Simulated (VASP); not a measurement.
# KCl (P6_3/mmc) in VASP: further runs

The runs below take KCl through single point, with LDA, PBEsol, PBE.

All numbers are computed with VASP 6.6.1; they aren't measurements. Logs are shortened: lines on timing, memory, paths and dates and some standing lists are left out, and cuts for length are marked.

### 1 The cell of the first run

The structure is hexagonal, space group P6_3/mmc (No. 194). Conventional cell: a = 5.164 Å, b = 5.164 Å, c = 6.027 Å, α = 90.00°, β = 90.00°, γ = 120.00°. K (site symmetry -6m2) has 5 Cl at 2.98 to 3.01 Å within 3.9 Å. Cl (site symmetry -6m2) has 5 K at 2.98 to 3.01 Å within 3.9 Å.

### 2 Single point, LDA

Contents of INCAR:

```
PREC = Accurate ; ENCUT = 520
EDIFF = 1E-6 ; ISMEAR = -1
SIGMA = 0.02 ; LREAL = False
LASPH = True ; NELM = 60
ALGO = Normal ; ISIF = 2
LWAVE = False ; LCHARG = False
GGA = CA ; NBANDS = 24
```

Contents of KPOINTS:

```
regular mesh
0
Gamma
  6 6 4
```

Contents of POSCAR:

```
KCl
1.0
    5.1642913845      0.0000000000      0.0000000000
   -2.5821456923      4.4724075316      0.0000000000
    0.0000000000      0.0000000000      6.0271651105
K Cl
2 2
Direct
    0.3333333333      0.6666666667      0.2500000000
    0.6666666667      0.3333333333      0.7500000000
    0.6666666667      0.3333333333      0.2500000000
    0.3333333333      0.6666666667      0.7500000000
```

Potentials or basis: VASP PAW LDA potentials, release 64 (K_sv, Cl).

Launch:

```bash
> cat potpaw_LDA.64/K_sv/POTCAR potpaw_LDA.64/Cl/POTCAR > POTCAR
> mpirun -np 1 vasp_std > vasp.out
```

OUTCAR:

```text
PREC = Accurate
   ENCUT = 520
   EDIFF = 1E-6
   ISMEAR = -1
   LREAL = False
   LASPH = True
   NELM = 60
   ISIF = 2
   GGA = CA

 ion  position               nearest neighbor table
   1  0.333  0.667  0.250-   3 2.98   3 2.98   3 2.98   4 3.01   4 3.01
   2  0.667  0.333  0.750-   4 2.98   4 2.98   4 2.98   3 3.01   3 3.01
   3  0.667  0.333  0.250-   1 2.98   1 2.98   1 2.98   2 3.01   2 3.01
   4  0.333  0.667  0.750-   2 2.98   2 2.98   2 2.98   1 3.01   1 3.01

  LATTYP: Found a hexagonal cell.
 ALAT       =     5.1642913845
 C/A-ratio  =     1.1670846321

  Lattice vectors:

 A1 = (   5.1642913845,   0.0000000000,   0.0000000000)
 A2 = (  -2.5821456923,   4.4724075316,   0.0000000000)
 A3 = (   0.0000000000,   0.0000000000,   6.0271651105)

Analysis of symmetry for initial positions (statically):
=====================================================================
 Subroutine PRICEL returns:
 Original cell was already a primitive cell.

 Routine SETGRP: Setting up the symmetry group for a
 hexagonal supercell.

 Subroutine GETGRP returns: Found 24 space group operations
 (whereof 12 operations were pure point group operations)
 out of a pool of 24 trial point group operations.

The static configuration has the point symmetry D_3d.
 The point group associated with its full space group is D_6h.

Analysis of symmetry for dynamics (positions and initial velocities):
=====================================================================
 Subroutine PRICEL returns:
 Original cell was already a primitive cell.

 Routine SETGRP: Setting up the symmetry group for a
 hexagonal supercell.

 Subroutine GETGRP returns: Found 24 space group operations
 (whereof 12 operations were pure point group operations)
 out of a pool of 24 trial point group operations.

The dynamic configuration has the point symmetry D_3d.
 The point group associated with its full space group is D_6h.

 Subroutine INISYM returns: Found 24 space group operations
 (whereof 12 operations are pure point group operations),
 and found     1 'primitive' translations

----------------------------------------------------------------------------------------

                                     Primitive cell

  volume of cell :     139.2083

  direct lattice vectors                    reciprocal lattice vectors
     5.164291385  0.000000000  0.000000000     0.193637408  0.111796610  0.000000000
    -2.582145692  4.472407532  0.000000000     0.000000000  0.223593220  0.000000000
     0.000000000  0.000000000  6.027165111     0.000000000  0.000000000  0.165915481

  length of vectors
     5.164291385  5.164291385  6.027165111     0.223593220  0.223593220  0.165915481

  position of ions in fractional coordinates (direct lattice)
     0.333333333  0.666666667  0.250000000
     0.666666667  0.333333333  0.750000000
     0.666666667  0.333333333  0.250000000
     0.333333333  0.666666667  0.750000000

  ion indices of the primitive-cell ions
   primitive index   ion index
                 1           1
                 2           2
                 3           3
                 4           4

----------------------------------------------------------------------------------------

 KPOINTS: regular mesh

Automatic generation of k-mesh.
 Grid dimensions read from file:
 generate k-points for:    6    6    4

 Generating k-lattice:

  Cartesian coordinates                     Fractional coordinates (reciprocal lattice)
     0.032272901  0.018632768  0.000000000     0.166666667  0.000000000  0.000000000
     0.000000000  0.037265537  0.000000000     0.000000000  0.166666667  0.000000000
     0.000000000  0.000000000  0.041478870     0.000000000  0.000000000  0.250000000

  Length of vectors
     0.037265537  0.037265537  0.041478870

  Shift w.r.t. Gamma in fractional coordinates (k-lattice)
     0.000000000  0.000000000  0.000000000

 Subroutine IBZKPT returns following result:
 ===========================================

 Found     21 irreducible k-points:

 Following reciprocal coordinates:
            Coordinates               Weight
  0.000000  0.000000  0.000000      1.000000
  0.166667  0.000000  0.000000      6.000000
  0.333333  0.000000  0.000000      6.000000
  0.500000  0.000000  0.000000      3.000000
  0.166667  0.166667  0.000000      6.000000
  0.333333  0.166667  0.000000     12.000000
[... 13 lines left out ...]
  0.333333  0.166667  0.500000     12.000000
  0.333333  0.333333  0.500000      2.000000
   k-points           NKPTS =     21   k-points in BZ     NKDIM =     21   number of bands    NBANDS=     24
   number of dos      NEDOS =    301   number of ions     NIONS =      4
   total plane-waves  NPLWV =  76800
   dimension x,y,z NGX =    40 NGY =   40 NGZ =   48
   dimension x,y,z NGXF=    80 NGYF=   80 NGZF=   96
   ions per type =               2   2
   NGX,Y,Z   is equivalent  to a cutoff of  12.88, 12.88, 13.24 a.u.
   NGXF,Y,Z  is equivalent  to a cutoff of  25.75, 25.75, 26.48 a.u.
 SYSTEM =  unknown system
   PREC   = accura    normal or accurate (medium, high low for compatibility)
   ISTART =      0    job   : 0-new  1-cont  2-samecut
   ICHARG =      2    charge: 1-file 2-atom 10-const
   ISPIN  =      1    spin polarized calculation?
   LNONCOLLINEAR =      F non collinear calculations
   LSORBIT =      F    spin-orbit coupling
   LASPH  =      T    aspherical Exc in radial PAW
   ENCUT  =  520.0 eV  38.22 Ry    6.18 a.u.   9.60  9.60 11.21*2*pi/ulx,y,z
   NELM   =     60;   NELMIN=  2; NELMDL= -5     # of ELM steps
   EDIFF  = 0.1E-05   stopping-criterion for ELM
   LREAL  =      F    real-space projection
   EDIFFG = 0.1E-04   stopping-criterion for IOM
   NSW    =      0    number of steps for IOM
   IBRION =     -1    ionic relax: 0-MD 1-quasi-New 2-CG
   NFREE  =      0    steps in history (QN), initial steepest desc. (CG)
   ISIF   =      2    stress and relaxation
   ISYM   =      2    0-nonsym 1-usesym 2-fastsym
   POTIM  = 0.5000    time-step for ionic-motion
   TEBEG  =    0.0;   TEEND  =   0.0 temperature during run
   PSTRESS=    0.0 pullay stress
   NELECT =      32.0000    total number of electrons
   NUPDOWN=      -1.0000    fix difference up-down
   EMIN   =  10.00;   EMAX   =-10.00  energy-range for DOS
   EFERMI =   0.00;   METHOD = LEGACY
   ISMEAR =    -1;   SIGMA  =   0.02  broadening in eV -4-tet -1-fermi 0-gaus
   EFERMI_NEDOS =   21; number of points for ismear=-14 and -15
   IALGO  =     38    algorithm
   IMIX   =      4    mixing-type and parameters
     AMIX     =   0.40;   BMIX     =  1.00
     AMIX_MAG =   1.60;   BMIX_MAG =  1.00
  volume/ion in A,a.u.               =      34.80       234.86
  Fermi-wavevector in a.u.,A,eV,Ry     =   1.002851  1.895114 13.683518  1.005710
  Thomas-Fermi vector in A             =   2.135365
   LORBIT       =      0    0 simple, 1 ext, 2 COOP (PROOUT), +10 PAW based schemes
   GGA     = CA    functional components
   LHFCALC =     F    Hartree Fock is set to
   AEXX    =    0.0000 exact exchange contribution
   IVDW    =     0    specifies the selected vdW correction
   LEPSILON=     F    determine dielectric tensor
   LRPA    =     F    only Hartree local field effects (RPA)
 non-spin polarized calculation
  energy-cutoff  :      520.00
  volume of cell :      139.21
 maximum number of plane-waves:      3790
 NGX is ok and might be reduce to    40
   NGX = 19   NGY = 19   NGZ = 23

 number of electron      31.9999998 magnetization

 Free energy of the ion-electron system (eV)
  ---------------------------------------------------
  ext. energy  EPLUGINS =         0.00000000
  ---------------------------------------------------
  free energy    TOTEN  =       -14.50401090 eV

  energy without entropy =      -14.50401090  energy(sigma->0) =      -14.50401090

 E-fermi :  -2.0144     XC(G=0):  -7.4368

 val. band max:       -2.5100619728   @ k =   0.0000   0.0000   0.0000
 cond. band min:       2.0922127386   @ k =   0.0000   0.0000   0.0000
 fundamental gap:      4.6022747114
 Fermi energy:        -2.0144210487

 k-point     1 :       0.0000    0.0000    0.0000
  band No.  band energies     occupation
      1     -29.2710      2.00000
      2     -29.2478      2.00000
      3     -14.5999      2.00000
      4     -14.4873      2.00000
      5     -13.1724      2.00000
      6     -13.0898      2.00000
[... 16 lines left out ...]
     23       6.5770      0.00000
     24       7.0385      0.00000

 k-point     2 :       0.1667    0.0000    0.0000
  band No.  band energies     occupation
      1     -29.2692      2.00000
      2     -29.2487      2.00000
      3     -14.6414      2.00000
      4     -14.5486      2.00000
      5     -13.1596      2.00000
      6     -13.0972      2.00000
[... 16 lines left out ...]
     23       6.5908      0.00000
     24       6.6998      0.00000

 k-point     3 :       0.3333    0.0000    0.0000
  band No.  band energies     occupation
      1     -29.2647      2.00000
      2     -29.2513      2.00000
      3     -14.7134      2.00000
      4     -14.6602      2.00000
      5     -13.1271      2.00000
      6     -13.1111      2.00000
[... 16 lines left out ...]
     23       6.8247      0.00000
     24       6.8825      0.00000
[... 433 lines left out ...]
 k-point    20 :       0.3333    0.1667    0.5000
  band No.  band energies     occupation
      1     -29.2572      2.00000
      2     -29.2572      2.00000
      3     -14.8604      2.00000
      4     -14.8604      2.00000
      5     -13.0723      2.00000
      6     -13.0723      2.00000
[... 16 lines left out ...]
     23       6.7522      0.00000
     24       6.7522      0.00000

 k-point    21 :       0.3333    0.3333    0.5000
  band No.  band energies     occupation
      1     -29.2570      2.00000
      2     -29.2570      2.00000
      3     -14.8773      2.00000
      4     -14.8773      2.00000
      5     -13.0809      2.00000
      6     -13.0809      2.00000
[... 16 lines left out ...]
     23       6.8318      0.00000
     24       6.8318      0.00000

------------------------ aborting loop because EDIFF is reached ----------------------------------------

  FORCE on cell =-STRESS in cart. coord.  units (eV):
  Direction    XX          YY          ZZ          XY          YZ          ZX
  --------------------------------------------------------------------------------------
  -------------------------------------------------------------------------------------
  Total        0.0526908      0.0526908      0.0712249     -0.0000000      0.0000000      0.0000000
  in kB        0.6064297      0.6064297      0.8197420     -0.0000000      0.0000000      0.0000000
  external PRESSURE =       0.6775338 kB  Pullay stress =       0.0000000 kB

 VOLUME and BASIS-vectors are now :
 -----------------------------------------------------------------------------
  energy-cutoff  :      520.00
  volume of cell :      139.21
      direct lattice vectors                 reciprocal lattice vectors
     5.164291385  0.000000000  0.000000000     0.193637408  0.111796610  0.000000000
    -2.582145692  4.472407532  0.000000000     0.000000000  0.223593220  0.000000000
     0.000000000  0.000000000  6.027165111     0.000000000  0.000000000  0.165915481

 POSITION                                       TOTAL-FORCE (eV/Angst)
 -----------------------------------------------------------------------------------
     -0.00000      2.98161      1.50679        -0.000000      0.000000     -0.000000
      2.58215      1.49080      4.52037         0.000000     -0.000000     -0.000000
      2.58215      1.49080      1.50679        -0.000000      0.000000      0.000000
     -0.00000      2.98161      4.52037         0.000000     -0.000000     -0.000000
 -----------------------------------------------------------------------------------
    total drift:                                0.000000     -0.000000      0.000000

  FREE ENERGIE OF THE ION-ELECTRON SYSTEM (eV)
  ---------------------------------------------------
  free  energy   TOTEN  =       -14.5040109048 eV

  energy  without entropy=      -14.5040109048  energy(sigma->0) =      -14.50401090
```

Run time: 1.8 min. Hardware: 1 thread of Intel Xeon 8259CL, shared host; peak memory 0.24 GiB.

What came out:

- Free energy: -14.5040 eV
- Pressure: 0.1 GPa
- Band gap on the k mesh: 4.60 eV

A k mesh can miss the band edges.

### 3 Single point, PBEsol

This run uses another cell than the first one, of 37.63 Å³/atom.

Contents of INCAR:

```
PREC = Accurate
ENCUT = 520
EDIFF = 1E-7
ISMEAR = -1
SIGMA = 0.02
LREAL = F
LASPH = T
NELM = 80
ALGO = Normal
ISIF = 2
LWAVE = F
LCHARG = T
GGA = PS
LELF = T
LVHAR = T
NBANDS = 24
```

Contents of KPOINTS:

```
Automatic mesh
0
Gamma
  6 6 4
```

Contents of POSCAR:

```
KCl
1.0
    5.2996293450      0.0000000000      0.0000000000
   -2.6498146725      4.5896136434      0.0000000000
    0.0000000000      0.0000000000      6.1883221286
K Cl
2 2
Direct
    0.3333333333      0.6666666667      0.2500000000
    0.6666666667      0.3333333333      0.7500000000
    0.6666666667      0.3333333333      0.2500000000
    0.3333333333      0.6666666667      0.7500000000
```

Potentials or basis: VASP PAW PBE potentials, release 64 (K_sv, Cl).

Launch:

```bash
> cat potpaw_PBE.64/K_sv/POTCAR potpaw_PBE.64/Cl/POTCAR > POTCAR
> mpirun -np 1 vasp_std > vasp.out
```

Wall time 2.6 min (1 thread of Intel Xeon 8259CL, shared host); peak memory 0.28 GiB.

It converged, with:

```yaml
Free_energy: -13.8444 eV
Pressure: 0.0 GPa
Band_gap_on_the_k_mesh: 4.80 eV
```

Levels at points of the mesh, in eV from the valence-band top:
| k point | band 12 | band 13 | band 14 | band 15 | band 16 | band 17 | band 18 | band 19 | band 20 | band 21 |
| --- | --- | --- | --- | --- | --- | --- | --- | --- | --- | --- |
| (0.00, 0.00, 0.00) | -0.46 | -0.46 | -0.30 | -0.30 | 0.00 | 4.80 | 8.11 | 8.11 | 8.14 | 9.01 |
| (0.50, 0.00, 0.00) | -0.45 | -0.45 | -0.40 | -0.22 | -0.15 | 6.54 | 7.28 | 7.33 | 7.46 | 8.77 |
| (0.00, 0.00, 0.50) | -0.63 | -0.40 | -0.40 | -0.40 | -0.40 | 6.11 | 6.11 | 9.47 | 9.47 | 9.47 |
| (0.50, 0.00, 0.50) | -0.88 | -0.32 | -0.32 | -0.30 | -0.30 | 6.95 | 6.95 | 8.67 | 8.67 | 8.92 |

Caveat: the PAW data sets were made with another functional, which shifts forces and pressure a little.

### 4 Single point, PBE

This run uses another cell than the first one, of 38.57 Å³/atom.

Contents of INCAR:

```
SYSTEM = KCl
  PREC = Accurate
  ENCUT = 520
  EDIFF = 1E-6
  ISMEAR = -1
  SIGMA = 0.02
  LREAL = .False.
  LASPH = .True.
  NELM = 80
  ALGO = Normal
  ISIF = 2
  LWAVE = .False.
  LCHARG = .False.
  GGA = PE
  NBANDS = 24
```

Contents of KPOINTS:

```
regular mesh
0
Gamma
  6 6 4
  0 0 0
```

Contents of POSCAR:

```
KCl
1.0
    5.3436722045      0.0000000000      0.0000000000
   -2.6718361022      4.6277558786      0.0000000000
    0.0000000000      0.0000000000      6.2390532212
K Cl
2 2
Direct
    0.3333333333      0.6666666667      0.2500000000
    0.6666666667      0.3333333333      0.7500000000
    0.6666666667      0.3333333333      0.2500000000
    0.3333333333      0.6666666667      0.7500000000
```

Launch:

```bash
> cat potpaw_PBE.64/K_sv/POTCAR potpaw_PBE.64/Cl/POTCAR > POTCAR
> mpirun -np 1 vasp_std > vasp.out
```

It took 99 s on 1 thread of Intel Xeon 8259CL, shared host; peak memory 0.28 GiB.

It converged, with:

```yaml
Free_energy: -13.4482 eV
Pressure: 0.5 GPa
Band_gap_on_the_k_mesh: 4.77 eV
```

Stress tensor (GPa, compression positive):
```
0.41 0.00 0.00
0.00 0.41 0.00
0.00 0.00 0.60
```

Levels at points of the mesh, in eV from the valence-band top:
```tsv
k point	band 12	band 13	band 14	band 15	band 16	band 17	band 18	band 19	band 20	band 21
(0.00, 0.00, 0.00)	-0.43	-0.43	-0.28	-0.28	0.00	4.77	8.04	8.20	8.20	9.05
(0.50, 0.00, 0.00)	-0.42	-0.42	-0.38	-0.21	-0.14	6.47	7.29	7.32	7.55	8.76
(0.00, 0.00, 0.50)	-0.59	-0.37	-0.37	-0.37	-0.37	6.04	6.04	9.44	9.44	9.44
(0.50, 0.00, 0.50)	-0.82	-0.30	-0.30	-0.28	-0.28	6.89	6.89	8.60	8.60	8.93
```

### 5 The runs side by side

| level | potentials or basis | cell | gap on the mesh (eV) | pressure (GPa) |
| --- | --- | --- | --- | --- |
| LDA | VASP PAW LDA potentials, release 64 (K_sv, Cl) | a = 5.164, b = 5.164, c = 6.027 Å, angles 90.0, 90.0, 120.0°, 4 atoms | 4.60 | 0.1 |
| PBEsol | VASP PAW PBE potentials, release 64 (K_sv, Cl) | a = 5.300, b = 5.300, c = 6.188 Å, angles 90.0, 90.0, 120.0°, 4 atoms | 4.80 | 0.0 |
| PBE | VASP PAW PBE potentials, release 64 (K_sv, Cl) | a = 5.344, b = 5.344, c = 6.239 Å, angles 90.0, 90.0, 120.0°, 4 atoms | 4.77 | 0.5 |

Alike in all rows: task single point; no spin polarisation; k mesh 6 × 6 × 4; cutoff (eV) 520; smearing fermi-dirac 0.02 eV.

Caveats: the PAW data sets were made with another functional, which shifts forces and pressure a little (at least some runs).

Absolute energies hang on the potentials; compare differences alone.
